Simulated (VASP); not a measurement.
A run of VASP 6.6.1 is set up as follows.

The input INCAR:

```
ALGO     = Fast           # electronic algorithm
EDIFF    = 1E-6           # SCF threshold, eV
EDIFFG   = -0.025         # ionic threshold
ENCUT    = 600            # plane-wave cutoff, eV
GGA      = PE             # functional
IBRION   = 2              # ionic algorithm
ISIF     = 3              # what is computed and relaxed
ISMEAR   = 0              # smearing method
LASPH    = T              # aspherical terms in the spheres
LCHARG   = F              # write CHGCAR
LREAL    = F              # projectors in reciprocal space
LWAVE    = F              # write WAVECAR
NELM     = 60             # most SCF steps
NSW      = 80             # ionic steps
PREC     = Accurate       # precision mode
SIGMA    = 0.2            # smearing width, eV
```

The input KPOINTS:

```
k-points
0
Gamma
  8 4 4
```

The input POSCAR:

```
Al4FeCo3
1.0
    0.0106202467     -0.0040273055      2.8301950858
    5.5369295377      0.0015894557      0.0212163430
    0.0015894557      5.5926978254     -0.0080454530
Al Fe Co
4 1 3
Direct
    0.0075484537      0.7473832037      0.7357703533
    0.0103011439      0.7376357516      0.2624508547
    0.0173558197      0.2433759785      0.7422674225
   -0.0028467891      0.2559088761      0.2549230646
    0.4696664440      0.5093343955      0.4992175298
    0.5073702290      0.5019975271      0.0021365651
    0.5035180707     -0.0057583917      0.4971160678
    0.4870866282      0.0101226592      0.0061181422
```

Potentials or basis: VASP PAW PBE potentials, release 64 (Al, Fe, Co).

The run is started by

```bash
$ cat potpaw_PBE.64/Al/POTCAR potpaw_PBE.64/Fe/POTCAR potpaw_PBE.64/Co/POTCAR > POTCAR
$ mpirun -np 1 vasp_std > vasp.out
```

(1) Estimate the relaxed volume.

(2) What does it give for the relaxed cell?

Results:

(1) 11.63 Å³/atom.

(2) a = 2.853 Å, b = 5.711 Å, c = 5.710 Å, α = 90.00°, β = 90.00°, γ = 90.00°.
